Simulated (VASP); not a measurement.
Wanted: the native input for a VASP 6.6.1 run.

* Task: single point
* Functional: PBE
* Potentials or basis: VASP PAW PBE potentials, release 64 (Ca_sv)
* Cutoff: 520 eV
* k mesh: 7 × 7 × 7
* Occupations: fermi-dirac, width 0.05 eV
* Spin: no spin polarisation
* Dipole correction: no
* Further INCAR settings: ALGO = Normal; EDIFF = 1e-06; NBANDS = 11

The structure of Ca lies in POSCAR:

```
Ca
1.0
    0.0000000000      2.8221420000      2.7942000000
    2.8221420000      0.0000000000      2.7942000000
    2.8221420000      2.8221420000      0.0000000000
Ca
1
Direct
    0.0000000000      0.0000000000      0.0000000000
```

These files were run (other wordings do the same):

INCAR

```
SYSTEM = Ca
PREC = Accurate
ENCUT = 520
EDIFF = 1E-6
ISMEAR = -1
SIGMA = 0.05
LREAL = .False.
LASPH = .True.
NELM = 100
ALGO = Normal
ISIF = 2
LWAVE = .False.
LCHARG = .False.
GGA = PE
NBANDS = 11
```

KPOINTS

```
Automatic mesh
0
Gamma
  7 7 7
  0 0 0
```

Potentials or basis: VASP PAW PBE potentials, release 64 (Ca_sv).

Command:

```sh
$ cat potpaw_PBE.64/Ca_sv/POTCAR > POTCAR
$ mpirun -np 1 vasp_std > vasp.out
```

It gave:

```yaml
Pressure: -0.8 GPa
Band_gap_on_the_k_mesh: zero (band 5 reaches 1.87 eV, above the bottom of band 6 at 1.68 eV)
```

Run time: 13 s on 1 thread of Intel Xeon 6975P-C (shared host), peak memory 0.17 GiB.
